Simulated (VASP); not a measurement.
Set up this calculation in VASP 6.6.1, as the native input.

```yaml
Task: relaxation of cell and atoms
Functional: PBE
Potentials_or_basis: VASP PAW PBE potentials, release 64 (Ti_sv)
Cutoff: 600 eV
k_mesh: 18 × 18 × 18
Occupations: fermi-dirac, width 0.1 eV
Spin: no spin polarisation
Target_pressure: 38 GPa
Dipole_correction: no
Further_INCAR_settings: ALGO = Normal; EDIFF = 1e-07; IBRION = 2; EDIFFG = -0.005; NSW = 60; ISIF = 3
```

The structure of Ti lies in POSCAR:

```
Ti
1.0
   -1.5078550132      1.5078550132      1.5078550132
    1.5078550132     -1.5078550132      1.5078550132
    1.5078550132      1.5078550132     -1.5078550132
Ti
1
Direct
    0.0000000000      0.0000000000      0.0000000000
```

This isn't the form of Ti at room conditions, which is hcp.

One way to write it, as run:

INCAR

```
ALGO = Normal ; EDIFF = 1E-7
EDIFFG = -0.005 ; ENCUT = 600
GGA = PE ; IBRION = 2
ISIF = 3 ; ISMEAR = -1
LASPH = T ; LCHARG = F
LREAL = F ; LWAVE = F
NELM = 100 ; NSW = 60
PREC = Accurate ; PSTRESS = 380.0
SIGMA = 0.1
```

KPOINTS

```
k-points
0
Gamma
  18 18 18
```

Potentials or basis: VASP PAW PBE potentials, release 64 (Ti_sv).

Launch:

```sh
$ cat potpaw_PBE.64/Ti_sv/POTCAR > POTCAR
$ mpirun -np 1 vasp_std > vasp.out
```

It gave:

```yaml
Relaxed_volume: 13.51 Å³/atom
Relaxed_cell: a = 2.599 Å, b = 2.599 Å, c = 2.599 Å, α = 109.47°, β = 109.47°, γ = 109.47°
Space_group_after_relaxing_to_0.1_Å: Im-3m (No. 229)
Energy_change_on_relaxing_the_run_minimises_the_enthalpy: +46.3 meV/atom
Ionic_steps: 3
Pressure_after_relaxing: 38.0 GPa
Band_gap_on_the_k_mesh: zero (bands 6 and 7 overlap by 1.96 eV)
```

Caveat: the cell is relaxed towards a set pressure, so the run minimises the enthalpy, not the energy.

Run time: 2.1 min on 1 thread of Intel Xeon 8259CL, on a shared host, peak memory 0.17 GiB.
